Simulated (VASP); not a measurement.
Input of a VASP 6.6.1 run:

INCAR

```
ALGO     = Normal         # electronic algorithm
EDIFF    = 1E-7           # SCF threshold, eV
ENCUT    = 520            # plane-wave cutoff, eV
GGA      = PS             # functional
ISIF     = 2              # what is computed and relaxed
ISMEAR   = -1             # smearing method
LASPH    = True           # aspherical terms in the spheres
LCHARG   = False          # write CHGCAR
LREAL    = False          # projectors in reciprocal space
LWAVE    = False          # write WAVECAR
NBANDS   = 10             # bands
NELM     = 80             # most SCF steps
PREC     = Accurate       # precision mode
SIGMA    = 0.05           # smearing width, eV
```

File KPOINTS:

```
k-points
0
Gamma
  24 24 24
```

The input POSCAR:

```
Ir
1.0
    0.0000000000      1.9120268352      1.9120268352
    1.9120268352      0.0000000000      1.9120268352
    1.9120268352      1.9120268352      0.0000000000
Ir
1
Direct
    0.0000000000      0.0000000000      0.0000000000
```

Potentials or basis: VASP PAW PBE potentials, release 64 (Ir).

Run with:

```sh
$ cat potpaw_PBE.64/Ir/POTCAR > POTCAR
$ mpirun -np 1 vasp_std > vasp.out
```

Task: Estimate the pressure.

Result: 3.0 GPa.

Task: Estimate the band gap on the k mesh.

Result: Zero (an odd number of electrons rules out a gap without spin polarisation).

Caveat: the cell stands under pressure; the PAW data sets were made with another functional, which shifts forces and pressure a little; spin-orbit coupling is left out, which moves the levels of the heavy elements.
